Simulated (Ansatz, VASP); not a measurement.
## CsI: VASP beside Ansatz

Contents of INCAR:

```
SYSTEM = CsI
PREC     = Accurate       ! precision mode
ENCUT    = 400            ! plane-wave cutoff, eV
EDIFF    = 1E-8           ! SCF threshold, eV
ISMEAR   = -1             ! smearing method
SIGMA    = 0.01           ! smearing width, eV
LREAL    = .FALSE.        ! projectors in reciprocal space
LASPH    = .TRUE.         ! aspherical terms in the spheres
NELM     = 120            ! most SCF steps
ALGO     = Normal         ! electronic algorithm
ISIF     = 2              ! what is computed and relaxed
LWAVE    = .FALSE.        ! write WAVECAR
LCHARG   = .FALSE.        ! write CHGCAR
LEFG     = .TRUE.       
NBANDS   = 15             ! bands
GGA_COMPAT= .FALSE.
```

File KPOINTS:

```
regular mesh
0
G
  7 7 7
  0 0 0
```

Contents of POSCAR:

```
CsI
1.0
    4.5667000000      0.0000000000      0.0000000000
    0.0000000000      4.5667000000      0.0000000000
    0.0000000000      0.0000000000      4.5210330000
Cs I
1 1
Direct
    0.0000000000      0.0000000000      0.0000000000
    0.5000000000      0.5000000000      0.5000000000
```

Input for Ansatz:

```yaml
crystal:
  lattice:
    - [4.5667, 0.0, 0.0]
    - [0.0, 4.5667, 0.0]
    - [0.0, 0.0, 4.521033]
  atoms:
    - { symbol: Cs, position: [0.0, 0.0, 0.0] }
    - { symbol: I, position: [0.5, 0.5, 0.5] }
kpoints:
  mp_grid: { grid: [7, 7, 7] }
scf:
  occupations: { method: fermi_dirac, width: 0.01 }
hamiltonian:
  xc: lda
  pseudopotentials: { kind: paw }
output:
  forces: true
  stress: true
  eigenvalues: true
  efg: { contact_densities: true }
  write_density: true
  write_potential: true
  elf: true
  volumetric_format: npy
```

Change from the starting cell: zz strain of -1 %, PAW files.

Alike in both runs: task electric field gradients; functional LDA; k mesh 7 × 7 × 7; occupations fermi-dirac, width 0.01 eV; no spin polarisation.

```csv
,VASP,Ansatz
version,VASP 6.6.1,Ansatz 0.2.0
potentials or method,"VASP PAW LDA potentials, release 64 (Cs_sv, I)","PAW with Ansatz's default frozen-core files, scalar-relativistic"
plane-wave cutoff (eV),400,420
valence electrons in the cell,16,26
```

VASP gave:

- gap on the k mesh at the Fermi level (eV): 3.57
- pressure (GPa): -1.3
- traceless stress, the component that is largest in VASP (GPa): 0.12
- size of Vzz on the site where it differs most (V/Å²): 3.8

Estimate Ansatz's values.

gap on the k mesh at the Fermi level (eV): 3.56; pressure (GPa): -1.3; traceless stress, the component that is largest in VASP (GPa): 0.12; size of Vzz on the site where it differs most (V/Å²): 4.0.

LDA's correlation is that of Perdew and Zunger in VASP and of Perdew and Wang (1992) in Ansatz. VASP's potentials hold 16 valence electrons a cell and Ansatz's 26, so a difference there can come from the potentials and not from the codes.

Neither program's run includes spin-orbit coupling.
